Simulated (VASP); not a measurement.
Runs of VASP 6.6.1 on W. The structure is that of space group Im-3m (No. 229), or close to it. The cells are those of the table. 

```csv
task,cell,k mesh,cutoff (eV),gap on the mesh (eV),pressure (GPa)
single point,"a = 2.724 Å, angles 109.5°, 1 atom",18 × 18 × 18,520,none,3.7
relaxation of cell and atoms,"relaxed to -3 GPa from a = 2.758 Å, angles 109.5°, 1 atom",18 × 18 × 18,600,none,-3.0
single point,"a = 2.740 Å, angles 109.5°, 1 atom",18 × 18 × 18,520,none,-2.4
relaxation of cell and atoms,"relaxed to 15 GPa from a = 2.693 Å, angles 109.5°, 1 atom",18 × 18 × 18,600,none,15.0
relaxation of cell and atoms,"relaxed to 60 GPa from a = 2.605 Å, angles 109.5°, 1 atom",20 × 20 × 20,600,none,60.0
relaxation of cell and atoms,"relaxed to 8 GPa from a = 2.710 Å, angles 109.5°, 1 atom",18 × 18 × 18,600,none,8.0
single point,"a = 2.694 Å, angles 109.5°, 1 atom",18 × 18 × 18,520,none,(b)
single point,"a = 2.711 Å, angles 109.5°, 1 atom",18 × 18 × 18,520,none,8.8
single point,"a = 2.607 Å, angles 109.5°, 1 atom",20 × 20 × 20,520,none,61.7
single point,"a = 2.661 Å, angles 109.5°, 1 atom",18 × 18 × 18,520,none,(a)
relaxation of cell and atoms,"relaxed to 3 GPa from a = 2.706 Å, angles 109.5°, 1 atom",18 × 18 × 18,600,none,3.0
relaxation of cell and atoms,"relaxed to 30 GPa from a = 2.660 Å, angles 109.5°, 1 atom",18 × 18 × 18,600,none,30.0
```

Alike in all rows: level PBEsol; potentials or basis VASP PAW PBE potentials, release 64 (W_sv); no spin polarisation; smearing gaussian 0.1 eV.

Task: Fill in the values left out.

Result: (a) 31.1; (b) 15.9.

Caveats: the PAW data sets were made with another functional, which shifts forces and pressure a little; spin-orbit coupling is left out, which moves the levels of the heavy elements; the cell is relaxed towards a set pressure, so the run minimises the enthalpy, not the energy (at least some runs); the cell stands under pressure (at least some runs).

A k mesh can miss the band edges, and the runs leave out spin-orbit coupling on W.

A gap of «none» marks levels without a gap at the run's occupations.
